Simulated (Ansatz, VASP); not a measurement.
One calculation of MnF2, two programs

```
CELL_PARAMETERS angstrom
4.87380 0.00000 0.00000
0.00000 4.87380 0.00000
0.00000 0.00000 3.31070
ATOMIC_POSITIONS crystal
Mn 0.00000 0.00000 0.00000
Mn 0.50000 0.50000 0.50000
F 0.30530 0.30530 0.00000
F 0.19470 0.80530 0.50000
F 0.69470 0.69470 0.00000
F 0.80530 0.19470 0.50000
```

Alike in both runs: task single point; functional r2SCAN; k mesh 6 × 6 × 8; occupations fermi-dirac, width 0.05 eV; no spin polarisation.

|  | VASP | Ansatz |
| --- | --- | --- |
| version | VASP 6.6.1 | Ansatz 0.2.0 |
| potentials or method | VASP PAW PBE potentials, release 64 (Mn_pv, F), cutoff 520 eV | PAW plane waves |
| valence electrons in the cell | 54 | 58 |

VASP gave:

| Quantity | Value |
| --- | --- |
| pressure (GPa) | -19.2 |
| traceless stress, the component that is largest in VASP (GPa) | -2.52 |
| rms of the force components (eV/Å) | 0.017 |

Q: Estimate Ansatz's values.

A: Pressure (GPa): -19.2; traceless stress, the component that is largest in VASP (GPa): -2.68; rms of the force components (eV/Å): 0.018.

VASP's potentials were made for PBE, not for r2SCAN. Atom by atom the forces differ by 0.000 eV/Å (rms over components). VASP's potentials hold 54 valence electrons a cell and Ansatz's 58, so a difference there can come from the potentials and not from the codes.
